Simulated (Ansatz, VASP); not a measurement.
## RbTi: VASP beside Ansatz

```
CELL_PARAMETERS angstrom
4.00638 0.00000 0.00000
0.00000 4.00638 0.00000
0.00000 0.00000 4.00638
ATOMIC_POSITIONS crystal
Rb 0.00000 0.00000 0.00000
Ti 0.50000 0.50000 0.50749
```

Alike in both runs: task electric field gradients; functional PBEsol; k mesh 10 × 10 × 10; occupations fermi-dirac, width 0.03 eV; no spin polarisation.

|  | VASP | Ansatz |
| --- | --- | --- |
| version | VASP 6.6.1 | Ansatz 0.2.0 |
| potentials or method | VASP PAW PBE potentials, release 64 (Rb_sv, Ti_sv), cutoff 520 eV | all-electron PAW with datasets made for the crystal, scalar-relativistic |

Ansatz gave:

* pressure (GPa): 0.0
* rms of the force components (eV/Å): 0.032
* size of Vzz on the site where it differs most (V/Å²): 0.1

Problem. Estimate VASP's values.

Solution. Pressure (GPa): 0.1; rms of the force components (eV/Å): 0.032; size of Vzz on the site where it differs most (V/Å²): 0.1.

VASP's potentials were made for PBE, not for PBEsol. Atom by atom the forces differ by 0.000 eV/Å (rms over components). Ansatz ran all-electron here, and VASP with PAW potentials.
